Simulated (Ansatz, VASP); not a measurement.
## Two plane-wave programs on Co

The input INCAR:

```
SYSTEM = Co
  ALGO = Normal
  EDIFF = 1E-7
  ENCUT = 520
  GGA = PS
  ISIF = 2
  ISMEAR = -1
  ISPIN = 2
  LASPH = .True.
  LCHARG = .False.
  LMAXMIX = 4
  LORBIT = 11
  LREAL = .False.
  LWAVE = .False.
  MAGMOM = 0.68 -2.21
  NBANDS = 20
  NELM = 150
  PREC = Accurate
  SIGMA = 0.05
```

The input KPOINTS:

```
k-points
0
Gamma
  12 12 7
  0 0 0
```

Contents of POSCAR:

```
Co
1.0
    2.4873648738      0.0000000000      0.0000000000
   -1.2436824369      2.1541211692      0.0000000000
    0.0000000000      0.0000000000      4.0632895034
Co
2
Direct
    0.3333333333      0.6666666667      0.7401390000
    0.6666666667      0.3333333333      0.2598610000
```

input.yaml

```yaml
crystal:
  lattice:
    - [2.4873648738, 0.0, 0.0]
    - [-1.2436824369, 2.1541211692, 0.0]
    - [0.0, 0.0, 4.0632895034]
  atoms:
    - { symbol: Co, position: [0.3333333333, 0.6666666667, 0.740139], spin: 0.68 }
    - { symbol: Co, position: [0.6666666667, 0.3333333333, 0.259861], spin: -2.21 }
hamiltonian:
  xc: pbesol
  pseudopotentials: { kind: paw }
magnetization:
  spin_polarized: true
kpoints:
  mp_grid: { grid: [12, 12, 7] }
scf:
  occupations: { method: fermi_dirac, width: 0.05 }
output:
  forces: true
  stress: true
  eigenvalues: true
```

Alike in both runs: task single point; functional PBEsol; k mesh 12 × 12 × 7; occupations fermi-dirac, width 0.05 eV; collinear spin.

|  | VASP | Ansatz |
| --- | --- | --- |
| version | VASP 6.6.1 | Ansatz 0.2.0 |
| potentials or method | VASP PAW PBE potentials, release 64 (Co) | Ansatz PAW |
| plane-wave cutoff (eV) | 520 | 420 |
| valence electrons in the cell | 18 | 34 |

Ansatz gave:

- gap on the k mesh at the Fermi level (eV): none
- pressure (GPa): -9.3
- traceless stress, the component that is largest in VASP (GPa): -1.93
- rms of the force components (eV/Å): 0.255
- net moment per atom (μB): 1.63
- size of the moment on the site where the two differ most (μB): 1.70

Q: Estimate VASP's values.

A: gap on the k mesh at the Fermi level (eV): none; pressure (GPa): -17.0; traceless stress, the component that is largest in VASP (GPa): -0.47; rms of the force components (eV/Å): 0.305; net moment per atom (μB): 0.00; size of the moment on the site where the two differ most (μB): 0.90.

The net moments are unlike, so the other rows may belong to different states. VASP's potentials were made for PBE, not for PBEsol. Site moments also hang on the region over which each program counts them. Atom by atom the forces differ by 0.049 eV/Å (rms over components). A gap of «none» marks a metal or a gap that the smearing closes. VASP's potentials hold 18 valence electrons a cell and Ansatz's 34, so a difference there can come from the potentials and not from the codes.
